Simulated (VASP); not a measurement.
# IrS (F-43m) in VASP: notebook

IrS is run at these levels: PBE; tasks: single point, relaxation of cell and atoms.

Everything below comes from runs of VASP 6.6.1. Logs are shortened: lines on timing, memory, paths and dates and some standing lists are left out, and cuts for length are marked.

### 1 The cell of the first run

The structure is cubic, space group F-43m (No. 216). The conventional cell has a = 5.275 Å, b = 5.275 Å, c = 5.275 Å, α = 90.00°, β = 90.00°, γ = 90.00°. Within 3.0 Å of Ir (site symmetry -43m) lie 4 S at 2.28 Å. S (site symmetry -43m) has 4 Ir at 2.28 Å within 3.0 Å.

### 2 Single point, PBE

INCAR reads:

```
SYSTEM = IrS
PREC = Accurate
ENCUT = 500
EDIFF = 1E-6
ISMEAR = 0
SIGMA = 0.1
LREAL = .FALSE.
LASPH = .TRUE.
NELM = 120
ALGO = Normal
ISIF = 2
LWAVE = .FALSE.
LCHARG = .TRUE.
GGA = PE
LELF = .TRUE.
LVHAR = .TRUE.
NBANDS = 14
GGA_COMPAT = .FALSE.
```

KPOINTS reads:

```
Automatic mesh
0
G
  6 6 6
  0 0 0
```

POSCAR reads:

```
IrS
1.0
    0.0000000000      2.6375411264      2.6375411264
    2.6375411264      0.0000000000      2.6375411264
    2.6375411264      2.6375411264      0.0000000000
Ir S
1 1
Direct
    0.0000000000      0.0000000000      0.0000000000
    0.7500000000      0.7500000000      0.7500000000
```

Potentials or basis: VASP PAW PBE potentials, release 64 (Ir, S).

Started as:

```
$ cat potpaw_PBE.64/Ir/POTCAR potpaw_PBE.64/S/POTCAR > POTCAR
$ mpirun -np 1 vasp_std > vasp.out
```

OUTCAR:

```text
SYSTEM = IrS
   PREC = Accurate
   ENCUT = 500
   EDIFF = 1E-6
   ISMEAR = 0
   LREAL = .FALSE.
   LASPH = .TRUE.
   NELM = 120
   ISIF = 2
   GGA = PE

 ion  position               nearest neighbor table
   1  0.000  0.000  0.000-   2 2.28   2 2.28   2 2.28   2 2.28
   2  0.750  0.750  0.750-   1 2.28   1 2.28   1 2.28   1 2.28

  LATTYP: Found a face centered cubic cell.
 ALAT       =     5.2750822528

  Lattice vectors:

 A1 = (   0.0000000000,   2.6375411264,   2.6375411264)
 A2 = (   2.6375411264,   0.0000000000,   2.6375411264)
 A3 = (   2.6375411264,   2.6375411264,   0.0000000000)

Analysis of symmetry for initial positions (statically):
=====================================================================
 Subroutine PRICEL returns:
 Original cell was already a primitive cell.

 Routine SETGRP: Setting up the symmetry group for a
 face centered cubic supercell.

 Subroutine GETGRP returns: Found 24 space group operations
 (whereof 24 operations were pure point group operations)
 out of a pool of 48 trial point group operations.

The static configuration has the point symmetry T_d .

Analysis of symmetry for dynamics (positions and initial velocities):
=====================================================================
 Subroutine PRICEL returns:
 Original cell was already a primitive cell.

 Routine SETGRP: Setting up the symmetry group for a
 face centered cubic supercell.

 Subroutine GETGRP returns: Found 24 space group operations
 (whereof 24 operations were pure point group operations)
 out of a pool of 48 trial point group operations.

The dynamic configuration has the point symmetry T_d .

 Subroutine INISYM returns: Found 24 space group operations
 (whereof 24 operations are pure point group operations),
 and found     1 'primitive' translations

----------------------------------------------------------------------------------------

                                     Primitive cell

  volume of cell :      36.6968

  direct lattice vectors                    reciprocal lattice vectors
     0.000000000  2.637541126  2.637541126    -0.189570504  0.189570504  0.189570504
     2.637541126  0.000000000  2.637541126     0.189570504 -0.189570504  0.189570504
     2.637541126  2.637541126  0.000000000     0.189570504  0.189570504 -0.189570504

  length of vectors
     3.730046432  3.730046432  3.730046432     0.328345744  0.328345744  0.328345744

  position of ions in fractional coordinates (direct lattice)
     0.000000000  0.000000000  0.000000000
     0.750000000  0.750000000  0.750000000

  ion indices of the primitive-cell ions
   primitive index   ion index
                 1           1
                 2           2

----------------------------------------------------------------------------------------

 KPOINTS: Automatic mesh

Automatic generation of k-mesh.
 Grid dimensions read from file:
 generate k-points for:    6    6    6

 Generating k-lattice:

  Cartesian coordinates                     Fractional coordinates (reciprocal lattice)
    -0.031595084  0.031595084  0.031595084     0.166666667  0.000000000  0.000000000
     0.031595084 -0.031595084  0.031595084     0.000000000  0.166666667  0.000000000
     0.031595084  0.031595084 -0.031595084     0.000000000  0.000000000  0.166666667

  Length of vectors
     0.054724291  0.054724291  0.054724291

  Shift w.r.t. Gamma in fractional coordinates (k-lattice)
     0.000000000  0.000000000  0.000000000

 Subroutine IBZKPT returns following result:
 ===========================================

 Found     16 irreducible k-points:

 Following reciprocal coordinates:
            Coordinates               Weight
  0.000000  0.000000  0.000000      1.000000
  0.166667  0.000000  0.000000      8.000000
  0.333333  0.000000  0.000000      8.000000
  0.500000  0.000000  0.000000      4.000000
  0.166667  0.166667  0.000000      6.000000
  0.333333  0.166667  0.000000     24.000000
[... 8 lines left out ...]
 -0.333333  0.333333  0.166667     24.000000
 -0.333333  0.500000  0.166667     12.000000
   k-points           NKPTS =     16   k-points in BZ     NKDIM =     16   number of bands    NBANDS=     14
   number of dos      NEDOS =    301   number of ions     NIONS =      2
   total plane-waves  NPLWV =  21952
   dimension x,y,z NGX =    28 NGY =   28 NGZ =   28
   dimension x,y,z NGXF=    56 NGYF=   56 NGZF=   56
   ions per type =               1   1
   NGX,Y,Z   is equivalent  to a cutoff of  12.48, 12.48, 12.48 a.u.
   NGXF,Y,Z  is equivalent  to a cutoff of  24.96, 24.96, 24.96 a.u.
 SYSTEM =  IrS
   PREC   = accura    normal or accurate (medium, high low for compatibility)
   ISTART =      0    job   : 0-new  1-cont  2-samecut
   ICHARG =      2    charge: 1-file 2-atom 10-const
   ISPIN  =      1    spin polarized calculation?
   LNONCOLLINEAR =      F non collinear calculations
   LSORBIT =      F    spin-orbit coupling
   LASPH  =      T    aspherical Exc in radial PAW
   ENCUT  =  500.0 eV  36.75 Ry    6.06 a.u.   6.80  6.80  6.80*2*pi/ulx,y,z
   NELM   =    120;   NELMIN=  2; NELMDL= -5     # of ELM steps
   EDIFF  = 0.1E-05   stopping-criterion for ELM
   LREAL  =      F    real-space projection
   EDIFFG = 0.1E-04   stopping-criterion for IOM
   NSW    =      0    number of steps for IOM
   IBRION =     -1    ionic relax: 0-MD 1-quasi-New 2-CG
   NFREE  =      0    steps in history (QN), initial steepest desc. (CG)
   ISIF   =      2    stress and relaxation
   ISYM   =      2    0-nonsym 1-usesym 2-fastsym
   POTIM  = 0.5000    time-step for ionic-motion
   TEBEG  =    0.0;   TEEND  =   0.0 temperature during run
   PSTRESS=    0.0 pullay stress
   NELECT =      15.0000    total number of electrons
   NUPDOWN=      -1.0000    fix difference up-down
   EMIN   =  10.00;   EMAX   =-10.00  energy-range for DOS
   EFERMI =   0.00;   METHOD = LEGACY
   ISMEAR =     0;   SIGMA  =   0.10  broadening in eV -4-tet -1-fermi 0-gaus
   EFERMI_NEDOS =   21; number of points for ismear=-14 and -15
   IALGO  =     38    algorithm
   IMIX   =      4    mixing-type and parameters
     AMIX     =   0.40;   BMIX     =  1.00
     AMIX_MAG =   1.60;   BMIX_MAG =  1.00
  volume/ion in A,a.u.               =      18.35       123.82
  Fermi-wavevector in a.u.,A,eV,Ry     =   1.214962  2.295945 20.084003  1.476133
  Thomas-Fermi vector in A             =   2.350365
   LORBIT       =      0    0 simple, 1 ext, 2 COOP (PROOUT), +10 PAW based schemes
   GGA     = PE    functional components
   LHFCALC =     F    Hartree Fock is set to
   AEXX    =    0.0000 exact exchange contribution
   IVDW    =     0    specifies the selected vdW correction
   LEPSILON=     F    determine dielectric tensor
   LRPA    =     F    only Hartree local field effects (RPA)
 non-spin polarized calculation
 Gauss-broadening in eV      SIGMA  =   0.10
  energy-cutoff  :      500.00
  volume of cell :       36.70
 maximum number of plane-waves:       941
   NGX = 13   NGY = 13   NGZ = 13

 number of electron      15.0000002 magnetization

 Free energy of the ion-electron system (eV)
  ---------------------------------------------------
  ext. energy  EPLUGINS =         0.00000000
  ---------------------------------------------------
  free energy    TOTEN  =       -12.75913141 eV

  energy without entropy =      -12.75611479  energy(sigma->0) =      -12.75762310

 E-fermi :   6.8647     XC(G=0): -11.0127

 val. band max:        6.8205266346   @ k =   0.3333   0.3333   0.0000
 cond. band min:       7.0199411497   @ k =  -0.3333   0.5000   0.1667
 fundamental gap:      0.1994145151
 Fermi energy:         6.8646564096

 k-point     1 :       0.0000    0.0000    0.0000
  band No.  band energies     occupation
      1      -9.1047      2.00000
      2       0.0826      2.00000
      3       0.0826      2.00000
      4       0.0826      2.00000
      5       4.0610      2.00000
      6       4.0610      2.00000
      7       7.8455      0.00000
      8       9.9342      0.00000
      9       9.9342      0.00000
     10       9.9342      0.00000
     11      13.9247      0.00000
     12      13.9247      0.00000
     13      13.9247      0.00000
     14      20.0692      0.00000

 k-point     2 :       0.1667    0.0000    0.0000
  band No.  band energies     occupation
      1      -8.8804      2.00000
      2      -0.1684      2.00000
      3       0.2157      2.00000
      4       0.2157      2.00000
      5       4.0084      2.00000
      6       4.0084      2.00000
      7       8.0697      0.00000
      8       9.2639      0.00000
      9       9.5721      0.00000
     10       9.5721      0.00000
     11      13.2035      0.00000
     12      14.3108      0.00000
     13      14.3108      0.00000
     14      19.5991      0.00000

 k-point     3 :       0.3333    0.0000    0.0000
  band No.  band energies     occupation
      1      -8.4037      2.00000
      2      -0.4189      2.00000
      3       0.4459      2.00000
      4       0.4459      2.00000
      5       4.1453      2.00000
      6       4.1453      2.00000
      7       5.8789      2.00000
      8       8.5052      0.00000
      9       8.5052      0.00000
     10      10.0762      0.00000
     11      13.7144      0.00000
     12      15.1112      0.00000
     13      15.1112      0.00000
     14      19.5756      0.00000
[... 188 lines left out ...]
 k-point    15 :      -0.3333    0.3333    0.1667
  band No.  band energies     occupation
      1      -7.9085      2.00000
      2      -0.0651      2.00000
      3       0.1448      2.00000
      4       1.1964      2.00000
      5       3.4669      2.00000
      6       4.1544      2.00000
      7       4.9397      2.00000
      8       6.3820      2.00000
      9       7.4383      0.00000
     10      12.6044      0.00000
     11      13.8550      0.00000
     12      14.6507      0.00000
     13      16.7278      0.00000
     14      19.2805      0.00000

 k-point    16 :      -0.3333    0.5000    0.1667
  band No.  band energies     occupation
      1      -7.8242      2.00000
      2      -0.5561      2.00000
      3       0.7092      2.00000
      4       1.5000      2.00000
      5       3.5464      2.00000
      6       3.9361      2.00000
      7       4.8384      2.00000
      8       5.9098      2.00000
      9       7.0199      0.02809
     10      13.2087      0.00000
     11      13.4221      0.00000
     12      15.7804      0.00000
     13      16.1050      0.00000
     14      20.6447      0.00000

------------------------ aborting loop because EDIFF is reached ----------------------------------------

  FORCE on cell =-STRESS in cart. coord.  units (eV):
  Direction    XX          YY          ZZ          XY          YZ          ZX
  --------------------------------------------------------------------------------------
  -------------------------------------------------------------------------------------
  Total        0.0818500      0.0818500      0.0818500     -0.0000000      0.0000000     -0.0000000
  in kB        3.5735637      3.5735637      3.5735637     -0.0000000      0.0000000     -0.0000000
  external PRESSURE =       3.5735637 kB  Pullay stress =       0.0000000 kB

 VOLUME and BASIS-vectors are now :
 -----------------------------------------------------------------------------
  energy-cutoff  :      500.00
  volume of cell :       36.70
      direct lattice vectors                 reciprocal lattice vectors
     0.000000000  2.637541126  2.637541126    -0.189570504  0.189570504  0.189570504
     2.637541126  0.000000000  2.637541126     0.189570504 -0.189570504  0.189570504
     2.637541126  2.637541126  0.000000000     0.189570504  0.189570504 -0.189570504

 POSITION                                       TOTAL-FORCE (eV/Angst)
 -----------------------------------------------------------------------------------
      0.00000      0.00000      0.00000        -0.000000     -0.000000     -0.000000
      3.95631      3.95631      3.95631         0.000000      0.000000      0.000000
 -----------------------------------------------------------------------------------
    total drift:                                0.000000      0.000000      0.000000

  FREE ENERGIE OF THE ION-ELECTRON SYSTEM (eV)
  ---------------------------------------------------
  free  energy   TOTEN  =       -12.7591314143 eV

  energy  without entropy=      -12.7561147881  energy(sigma->0) =      -12.75762310
```

Wall time 4.8 s (1 thread of Intel Xeon 6975P-C (Granite Rapids), shared host); peak memory 0.15 GiB.

Results:

| Property | Result |
| --- | --- |
| Free energy | -12.7591 eV |
| Pressure | 0.4 GPa |
| Band gap on the k mesh | zero (an odd number of electrons rules out a gap without spin polarisation) |

Caveat: spin-orbit coupling is left out, which moves the levels of the heavy elements.

### 3 Relaxation of cell and atoms, PBE

This run uses another cell than the first one, of 19.25 Å³/atom.

INCAR reads:

```
ALGO = Normal ; EDIFF = 1E-7
EDIFFG = -0.04 ; ENCUT = 500
GGA = PE ; GGA_COMPAT = F
IBRION = 2 ; ISIF = 3
ISMEAR = 0 ; LASPH = T
LCHARG = F ; LREAL = F
LWAVE = F ; NELM = 120
NELMIN = 4 ; NSW = 90
PREC = Accurate ; SIGMA = 0.1
```

KPOINTS reads:

```
k-points
0
Gamma
  6 6 6
```

POSCAR reads:

```
IrS
1.0
    0.0000000000      2.6798257575      2.6798257575
    2.6798257575      0.0000000000      2.6798257575
    2.6798257575      2.6798257575      0.0000000000
Ir S
1 1
Direct
    0.0000000000      0.0000000000      0.0000000000
    0.7500000000      0.7500000000      0.7500000000
```

Potentials or basis: VASP PAW PBE potentials, release 64 (Ir, S).

Started as:

```
$ cat potpaw_PBE.64/Ir/POTCAR potpaw_PBE.64/S/POTCAR > POTCAR
$ mpirun -np 1 vasp_std > vasp.out
```

Run time: 10 s. Hardware: 1 thread of Intel Xeon 6975P-C (Granite Rapids), shared host; peak memory 0.16 GiB.

It converged, with:

| Item | Value |
| --- | --- |
| Free energy | -12.7601 eV |
| Relaxed volume | 18.40 Å³/atom |
| Relaxed cell | a = 3.734 Å, b = 3.734 Å, c = 3.734 Å, α = 60.00°, β = 60.00°, γ = 60.00° |
| Space group after relaxing (to 0.1 Å) | F-43m (No. 216) |
| Energy gained by relaxing | 17.3 meV/atom |
| Ionic steps | 3 |
| Pressure after relaxing | -0.1 GPa |
| Band gap on the k mesh | zero (an odd number of electrons rules out a gap without spin polarisation) |

Step by step:
```tsv
step	energy change (eV)	largest force (eV/Å)	pressure (GPa)	volume (Å³)
1	0.0000	0.0000	-6.20	38.49
2	0.0436	0.0000	11.66	34.49
3	-0.0346	0.0000	-0.11	36.81
```

Final structure:
```xyz
2
Lattice="0.0000 2.6402 2.6402 2.6402 0.0000 2.6402 2.6402 2.6402 0.0000" Properties=species:S:1:pos:R:3 pbc="T T T"
Ir    0.0000    0.0000    0.0000
S     3.9604    3.9604    3.9604
```

Levels at points of the mesh, in eV from the Fermi level:
```csv
k point,band 5,band 6,band 7,band 8,band 9,band 10
"(0.00, 0.00, 0.00)",-2.79,-2.79,0.97,3.06,3.06,3.06
"(0.50, 0.00, 0.00)",-2.44,-2.44,-2.21,0.90,0.90,3.29
"(0.50, 0.50, 0.00)",-3.21,-2.28,-1.93,-1.09,-1.09,5.77
```

Caveat: spin-orbit coupling is left out, which moves the levels of the heavy elements.

### 4 Single point, PBE

INCAR reads:

```
SYSTEM = IrS
PREC = Accurate
ENCUT = 500
EDIFF = 1E-6
ISMEAR = 0
SIGMA = 0.1
LREAL = .FALSE.
LASPH = .TRUE.
NELM = 120
ALGO = Normal
ISIF = 2
LWAVE = .FALSE.
LCHARG = .FALSE.
GGA = PE
NBANDS = 14
GGA_COMPAT = .FALSE.
```

KPOINTS reads:

```
regular mesh
0
G
  18 18 18
  0 0 0
```

POSCAR reads:

```
IrS
1.0
    0.0000000000      2.6358503016      2.6358503016
    2.6358503016      0.0000000000      2.6358503016
    2.6358503016      2.6358503016      0.0000000000
Ir S
1 1
Direct
    0.0000000000      0.0000000000      0.0000000000
    0.2500000000      0.2500000000      0.2500000000
```

Started as:

```
$ cat potpaw_PBE.64/Ir/POTCAR potpaw_PBE.64/S/POTCAR > POTCAR
$ mpirun -np 1 vasp_std > vasp.out
```

Run time: 34 s. Hardware: 1 thread of Intel Xeon 6975P-C (Granite Rapids), shared host; peak memory 0.23 GiB.

It converged, with:

```yaml
Free_energy: -12.7642 eV
Pressure: 0.5 GPa
Band_gap_on_the_k_mesh: zero (an odd number of electrons rules out a gap without spin polarisation)
```

Levels at points of the mesh, in eV from the Fermi level:
| k point | band 5 | band 6 | band 7 | band 8 | band 9 | band 10 |
| --- | --- | --- | --- | --- | --- | --- |
| (0.00, 0.00, 0.00) | -2.91 | -2.91 | 0.89 | 2.98 | 2.98 | 2.98 |
| (0.50, 0.00, 0.00) | -2.56 | -2.56 | -2.32 | 0.81 | 0.81 | 3.20 |
| (0.50, 0.50, 0.00) | -3.33 | -2.40 | -2.05 | -1.20 | -1.20 | 5.70 |

Caveat: spin-orbit coupling is left out, which moves the levels of the heavy elements.

(Part 1 of 2 ends here.)
